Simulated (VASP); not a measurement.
# Re (Pm-3m) in VASP: further runs

Runs on Re. Level: r2SCAN. Tasks: single point.

Program: VASP 6.6.1. These are calculated values, not measurements. Logs are shortened: lines on timing, memory, paths and dates and some standing lists are left out, and cuts for length are marked.

### Step 1. The cell of the first run

The structure is cubic, space group Pm-3m (No. 221). The conventional cell has a = 2.491 Å, b = 2.491 Å, c = 2.491 Å, α = 90.00°, β = 90.00°, γ = 90.00°. Within 3.3 Å of Re (site symmetry m-3m) lie 6 Re at 2.49 Å.

### Step 2. Single point, r2SCAN

Input file POSCAR:

```
Re
1.0
    2.4911728911      0.0000000000      0.0000000000
    0.0000000000      2.4911728911      0.0000000000
    0.0000000000      0.0000000000      2.4911728911
Re
1
Direct
    0.0000000000      0.0000000000      0.0000000000
```

Input file INCAR.step1:

```
PREC = Accurate
ENCUT = 520
ISMEAR = -1
SIGMA = 0.05
LREAL = False
LASPH = True
NELM = 80
NBANDS = 10
GGA = PE
ALGO = Normal
EDIFF = 1E-4
LWAVE = True
LCHARG = False
```

Input file INCAR.step2:

```
PREC = Accurate
ENCUT = 520
EDIFF = 1E-7
ISMEAR = -1
SIGMA = 0.05
LREAL = False
LASPH = True
NELM = 80
ALGO = Normal
ISIF = 2
LWAVE = False
LCHARG = True
METAGGA = R2SCAN
LMIXTAU = True
LELF = True
LVHAR = True
NBANDS = 10
ISTART = 1
```

Input file KPOINTS:

```
Automatic mesh
0
Gamma
  7 7 7
```

Potentials or basis: VASP PAW PBE potentials, release 64 (Re).

On the command line:

```bash
$ cat potpaw_PBE.64/Re/POTCAR > POTCAR
$ cp INCAR.step1 INCAR
$ mpirun -np 1 vasp_std > vasp.out
$ cp INCAR.step2 INCAR
$ mpirun -np 1 vasp_std > vasp.out
```

OUTCAR:

```text
PREC = Accurate
   ENCUT = 520
   EDIFF = 1E-7
   ISMEAR = -1
   LREAL = False
   LASPH = True
   NELM = 80
   ISIF = 2
   METAGGA = R2SCAN
   ISTART = 1

 ion  position               nearest neighbor table
   1  0.000  0.000  0.000-

  LATTYP: Found a simple cubic cell.
 ALAT       =     2.4911728911

  Lattice vectors:

 A1 = (   2.4911728911,   0.0000000000,   0.0000000000)
 A2 = (   0.0000000000,   2.4911728911,   0.0000000000)
 A3 = (   0.0000000000,   0.0000000000,   2.4911728911)

Analysis of symmetry for initial positions (statically):
=====================================================================
 Subroutine PRICEL returns:
 Original cell was already a primitive cell.

 Routine SETGRP: Setting up the symmetry group for a
 simple cubic supercell.

 Subroutine GETGRP returns: Found 48 space group operations
 (whereof 48 operations were pure point group operations)
 out of a pool of 48 trial point group operations.

The static configuration has the point symmetry O_h .

Analysis of symmetry for dynamics (positions and initial velocities):
=====================================================================
 Subroutine PRICEL returns:
 Original cell was already a primitive cell.

 Routine SETGRP: Setting up the symmetry group for a
 simple cubic supercell.

 Subroutine GETGRP returns: Found 48 space group operations
 (whereof 48 operations were pure point group operations)
 out of a pool of 48 trial point group operations.

The dynamic configuration has the point symmetry O_h .

 Subroutine INISYM returns: Found 48 space group operations
 (whereof 48 operations are pure point group operations),
 and found     1 'primitive' translations

----------------------------------------------------------------------------------------

                                     Primitive cell

  volume of cell :      15.4601

  direct lattice vectors                    reciprocal lattice vectors
     2.491172891  0.000000000  0.000000000     0.401417342  0.000000000  0.000000000
     0.000000000  2.491172891  0.000000000     0.000000000  0.401417342  0.000000000
     0.000000000  0.000000000  2.491172891     0.000000000  0.000000000  0.401417342

  length of vectors
     2.491172891  2.491172891  2.491172891     0.401417342  0.401417342  0.401417342

  position of ions in fractional coordinates (direct lattice)
     0.000000000  0.000000000  0.000000000

  ion indices of the primitive-cell ions
   primitive index   ion index
                 1           1

----------------------------------------------------------------------------------------

 KPOINTS: Automatic mesh

Automatic generation of k-mesh.
 Grid dimensions read from file:
 generate k-points for:    7    7    7

 Generating k-lattice:

  Cartesian coordinates                     Fractional coordinates (reciprocal lattice)
     0.057345335  0.000000000  0.000000000     0.142857143  0.000000000  0.000000000
     0.000000000  0.057345335  0.000000000     0.000000000  0.142857143  0.000000000
     0.000000000  0.000000000  0.057345335     0.000000000  0.000000000  0.142857143

  Length of vectors
     0.057345335  0.057345335  0.057345335

  Shift w.r.t. Gamma in fractional coordinates (k-lattice)
     0.000000000  0.000000000  0.000000000

 Subroutine IBZKPT returns following result:
 ===========================================

 Found     20 irreducible k-points:

 Following reciprocal coordinates:
            Coordinates               Weight
  0.000000  0.000000  0.000000      1.000000
  0.142857  0.000000  0.000000      6.000000
  0.285714  0.000000  0.000000      6.000000
  0.428571  0.000000  0.000000      6.000000
  0.142857  0.142857  0.000000     12.000000
  0.285714  0.142857  0.000000     24.000000
[... 12 lines left out ...]
  0.428571  0.428571  0.285714     24.000000
  0.428571  0.428571  0.428571      8.000000
   k-points           NKPTS =     20   k-points in BZ     NKDIM =     20   number of bands    NBANDS=     10
   number of dos      NEDOS =    301   number of ions     NIONS =      1
   total plane-waves  NPLWV =   8000
   dimension x,y,z NGX =    20 NGY =   20 NGZ =   20
   dimension x,y,z NGXF=    40 NGYF=   40 NGZF=   40
   ions per type =               1
   NGX,Y,Z   is equivalent  to a cutoff of  13.35, 13.35, 13.35 a.u.
   NGXF,Y,Z  is equivalent  to a cutoff of  26.69, 26.69, 26.69 a.u.
 SYSTEM =  unknown system
   PREC   = accura    normal or accurate (medium, high low for compatibility)
   ISTART =      1    job   : 0-new  1-cont  2-samecut
   ICHARG =      0    charge: 1-file 2-atom 10-const
   ISPIN  =      1    spin polarized calculation?
   LNONCOLLINEAR =      F non collinear calculations
   LSORBIT =      F    spin-orbit coupling
   LASPH  =      T    aspherical Exc in radial PAW
   ENCUT  =  520.0 eV  38.22 Ry    6.18 a.u.   4.63  4.63  4.63*2*pi/ulx,y,z
   NELM   =     80;   NELMIN=  2; NELMDL=  0     # of ELM steps
   EDIFF  = 0.1E-06   stopping-criterion for ELM
   LREAL  =      F    real-space projection
   EDIFFG = 0.1E-05   stopping-criterion for IOM
   NSW    =      0    number of steps for IOM
   IBRION =     -1    ionic relax: 0-MD 1-quasi-New 2-CG
   NFREE  =      0    steps in history (QN), initial steepest desc. (CG)
   ISIF   =      2    stress and relaxation
   ISYM   =      2    0-nonsym 1-usesym 2-fastsym
   POTIM  = 0.5000    time-step for ionic-motion
   TEBEG  =    0.0;   TEEND  =   0.0 temperature during run
   PSTRESS=    0.0 pullay stress
   NELECT =       7.0000    total number of electrons
   NUPDOWN=      -1.0000    fix difference up-down
   EMIN   =  10.00;   EMAX   =-10.00  energy-range for DOS
   EFERMI =   0.00;   METHOD = LEGACY
   ISMEAR =    -1;   SIGMA  =   0.05  broadening in eV -4-tet -1-fermi 0-gaus
   EFERMI_NEDOS =   21; number of points for ismear=-14 and -15
   IALGO  =     38    algorithm
   IMIX   =      4    mixing-type and parameters
     AMIX     =   0.40;   BMIX     =  1.00
     AMIX_MAG =   1.60;   BMIX_MAG =  1.00
  volume/ion in A,a.u.               =      15.46       104.33
  Fermi-wavevector in a.u.,A,eV,Ry     =   1.257101  2.375577 21.501340  1.580304
  Thomas-Fermi vector in A             =   2.390777
   LORBIT       =      0    0 simple, 1 ext, 2 COOP (PROOUT), +10 PAW based schemes
   METAGGA = R2SCAN    functional components
   LHFCALC =     F    Hartree Fock is set to
   AEXX    =    0.0000 exact exchange contribution
   IVDW    =     0    specifies the selected vdW correction
   LEPSILON=     F    determine dielectric tensor
   LRPA    =     F    only Hartree local field effects (RPA)
 non-spin polarized calculation
  energy-cutoff  :      520.00
  volume of cell :       15.46
 maximum number of plane-waves:       437
 NGX is ok and might be reduce to    20
   NGX =  9   NGY =  9   NGZ =  9

 number of electron       7.0000001 magnetization

 Free energy of the ion-electron system (eV)
  ---------------------------------------------------
  ext. energy  EPLUGINS =         0.00000000
  ---------------------------------------------------
  free energy    TOTEN  =       -50.87479729 eV

  energy without entropy =      -50.85791654  energy(sigma->0) =      -50.86635692

 E-fermi :   7.8572     XC(G=0): -14.4161

 val. band max:        7.8549552197   @ k =   0.2857   0.2857   0.2857
 cond. band min:       7.8850644674   @ k =   0.4286   0.2857   0.2857
 fundamental gap:      0.0301092477
 Fermi energy:         7.8572243156

 k-point     1 :       0.0000    0.0000    0.0000
  band No.  band energies     occupation
      1      -2.5750      2.00000
      2       1.2498      2.00000
      3       1.2498      2.00000
      4      11.9764      0.00000
      5      11.9764      0.00000
      6      11.9764      0.00000
      7      24.8776      0.00000
      8      24.8776      0.00000
      9      24.8776      0.00000
     10      31.9067      0.00000

 k-point     2 :       0.1429    0.0000    0.0000
  band No.  band energies     occupation
      1      -1.8507      2.00000
      2       1.4414      2.00000
      3       2.1386      2.00000
      4      10.8874      0.00000
      5      10.8874      0.00000
      6      12.0600      0.00000
      7      21.7618      0.00000
      8      26.3850      0.00000
      9      26.3850      0.00000
     10      30.3964      0.00000

 k-point     3 :       0.2857    0.0000    0.0000
  band No.  band energies     occupation
      1      -0.3472      2.00000
      2       1.9015      2.00000
      3       4.5393      2.00000
      4       8.9890      0.00000
      5       8.9890      0.00000
      6      12.2525      0.00000
      7      18.2075      0.00000
      8      26.2972      0.00000
      9      29.3621      0.00000
     10      29.3621      0.00000

 k-point     4 :       0.4286    0.0000    0.0000
  band No.  band energies     occupation
      1       0.9393      2.00000
      2       2.3062      2.00000
      3       6.4054      2.00000
      4       7.7720      1.69209
      5       7.7720      1.69208
      6      12.4114      0.00000
      7      17.4269      0.00000
      8      24.0124      0.00000
      9      30.4522      0.00000
     10      31.9082      0.00000

 k-point     5 :       0.1429    0.1429    0.0000
  band No.  band energies     occupation
      1      -1.1171      2.00000
      2       1.9998      2.00000
      3       2.6324      2.00000
      4       9.6883      0.00000
      5      10.8149      0.00000
      6      11.1916      0.00000
      7      22.9544      0.00000
      8      23.2280      0.00000
      9      27.9369      0.00000
     10      30.2554      0.00000

 k-point     6 :       0.2857    0.1429    0.0000
  band No.  band energies     occupation
      1       0.3389      2.00000
      2       2.6140      2.00000
      3       4.5960      2.00000
      4       8.1365      0.00747
      5       9.1154      0.00000
      6      11.2785      0.00000
      7      19.2694      0.00000
      8      25.2782      0.00000
      9      27.6418      0.00000
     10      31.0378      0.00000
[... 131 lines left out ...]
 k-point    17 :       0.2857    0.2857    0.2857
  band No.  band energies     occupation
      1       2.4405      2.00000
      2       4.9992      2.00000
      3       4.9992      2.00000
      4       7.8550      1.02270
      5       7.8550      1.02269
      6      10.2138      0.00000
      7      22.5447      0.00000
      8      25.5129      0.00000
      9      25.5129      0.00000
     10      31.6703      0.00000

 k-point    18 :       0.4286    0.2857    0.2857
  band No.  band energies     occupation
      1       2.2100      2.00000
      2       3.8569      2.00000
      3       4.8433      2.00000
      4       7.8851      0.72857
      5       9.3768      0.00000
      6      14.5125      0.00000
      7      20.2464      0.00000
      8      22.2044      0.00000
      9      28.7601      0.00000
     10      30.5443      0.00000

 k-point    19 :       0.4286    0.4286    0.2857
  band No.  band energies     occupation
      1       1.4904      2.00000
      2       3.6843      2.00000
      3       3.8483      2.00000
      4       8.7106      0.00000
      5      13.1849      0.00000
      6      16.4763      0.00000
      7      19.4433      0.00000
      8      20.7215      0.00000
      9      25.6521      0.00000
     10      31.1939      0.00000

 k-point    20 :       0.4286    0.4286    0.4286
  band No.  band energies     occupation
      1       2.0307      2.00000
      2       2.3862      2.00000
      3       2.3862      2.00000
      4      13.4765      0.00000
      5      13.4765      0.00000
      6      17.0483      0.00000
      7      18.7134      0.00000
      8      22.8932      0.00000
      9      22.8932      0.00000
     10      32.3624      0.00000

------------------------ aborting loop because EDIFF is reached ----------------------------------------

  FORCE on cell =-STRESS in cart. coord.  units (eV):
  Direction    XX          YY          ZZ          XY          YZ          ZX
  --------------------------------------------------------------------------------------
  -------------------------------------------------------------------------------------
  Total        2.8089144      2.8089144      2.8089144      0.0000000      0.0000000     -0.0000000
  in kB      291.0968327    291.0968327    291.0968327      0.0000000      0.0000000     -0.0000000
  external PRESSURE =     291.0968327 kB  Pullay stress =       0.0000000 kB

 VOLUME and BASIS-vectors are now :
 -----------------------------------------------------------------------------
  energy-cutoff  :      520.00
  volume of cell :       15.46
      direct lattice vectors                 reciprocal lattice vectors
     2.491172891  0.000000000  0.000000000     0.401417342  0.000000000  0.000000000
     0.000000000  2.491172891  0.000000000     0.000000000  0.401417342  0.000000000
     0.000000000  0.000000000  2.491172891     0.000000000  0.000000000  0.401417342

 POSITION                                       TOTAL-FORCE (eV/Angst)
 -----------------------------------------------------------------------------------
      0.00000      0.00000      0.00000         0.000000      0.000000      0.000000
 -----------------------------------------------------------------------------------
    total drift:                               -0.000000     -0.000000     -0.000000

  FREE ENERGIE OF THE ION-ELECTRON SYSTEM (eV)
  ---------------------------------------------------
  free  energy   TOTEN  =       -50.8747972946 eV

  energy  without entropy=      -50.8579165421  energy(sigma->0) =      -50.86635692
```

Wall time 11 s (1 thread of AMD EPYC 9R45 (Zen 5), shared host); peak memory 0.1 GiB.

What came out:

* Free energy: -50.8748 eV
* Pressure: 29.1 GPa

Levels at points of the mesh, in eV from the Fermi level:
| k point | band 1 | band 2 | band 3 | band 4 | band 5 | band 6 |
| --- | --- | --- | --- | --- | --- | --- |
| (0.00, 0.00, 0.00) | -10.43 | -6.61 | -6.61 | 4.12 | 4.12 | 4.12 |

Caveat: the k points lie up to 0.36 Å⁻¹ apart; the PAW data sets were made with another functional, which shifts forces and pressure a little; spin-orbit coupling is left out, which moves the levels of the heavy elements.

(Part 1 of 2 ends here.)
